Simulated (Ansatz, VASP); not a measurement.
**Cu in VASP and in Ansatz**

```xyz
1
Lattice="-1.4978 1.4978 1.3820 1.4978 -1.4978 1.3820 1.4978 1.4978 -1.3820" Properties=species:S:1:pos:R:3 pbc="T T T"
Cu    0.0000    0.0000    0.0000
```

Alike in both runs: task single point; functional PBE; k mesh 22 × 22 × 22; occupations gaussian, width 0.15 eV; no spin polarisation.

|  | VASP | Ansatz |
| --- | --- | --- |
| version | VASP 6.6.1 | Ansatz 0.2.0 |
| potentials or method | VASP PAW PBE potentials, release 64 (Cu), cutoff 520 eV | scalar-relativistic, plane waves, PAW |
| valence electrons in the cell | 11 | 19 |

|  | VASP | Ansatz | Ansatz less VASP |
| --- | --- | --- | --- |
| gap on the k mesh at the Fermi level (eV) | none | none | - |
| pressure (GPa) | -3.4 | -4.1 | -0.71 |
| traceless stress, the component that is largest in VASP (GPa) | 0.19 | 0.16 | -0.021 |

A gap of «none» marks a metal or a gap that the smearing closes. With one functional, cell and mesh, what is left measures potentials, basis and numerics. VASP's potentials hold 11 valence electrons a cell and Ansatz's 19, so a difference there can come from the potentials and not from the codes.
